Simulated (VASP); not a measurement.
**Re: single point with PBE**

The system is Re.

```xyz
1
Lattice="0.0000 1.9577 2.1192 2.0654 0.0000 2.1192 2.0654 1.9577 0.0000" Properties=species:S:1:pos:R:3 pbc="T T T"
Re    0.0000    0.0000    0.0000
```

This cell differs from its parent crystal: normal strain along x +0.0550, normal strain along z +0.0825.

```json
{
 "Program": "VASP 6.6.1",
 "Task": "single point",
 "Functional": "PBE",
 "Potentials or basis": "VASP PAW PBE potentials, release 64 (Re)",
 "Cutoff": "520 eV",
 "k mesh": "10 × 10 × 10",
 "Occupations": "gaussian, width 0.15 eV",
 "Spin": "no spin polarisation"
}
```

```yaml
Pressure: -36.2 GPa
```

Stress tensor (GPa, compression positive):
```
-37.72   0.00   0.00
  0.00 -27.93   0.00
  0.00   0.00 -43.01
```

Levels at points of the mesh, in eV from the Fermi level:
```csv
k point,band 1,band 2,band 3,band 4,band 5,band 6,band 7
"(0.00, 0.00, 0.00)",-9.11,-1.98,-1.64,-1.04,0.36,1.43,13.77
"(0.50, 0.00, 0.00)",-5.86,-2.17,-1.26,0.04,2.68,3.19,7.92
"(0.50, 0.50, 0.00)",-5.69,-4.80,1.60,2.89,3.19,3.74,9.68
"(0.50, 0.00, 0.50)",-5.55,-4.93,2.86,3.09,3.36,3.72,10.25
"(0.00, 0.50, 0.50)",-5.64,-4.80,2.06,2.77,3.03,3.95,10.28
```

It took 26 s on 1 thread of AMD EPYC 9R45 96-Core Processor (Zen 5), on a shared host, peak memory 0.13 GiB.

Caveat: the cell differs from its parent crystal (normal strain along x +0.0550, normal strain along z +0.0825); spin-orbit coupling is left out, which moves the levels of the heavy elements.
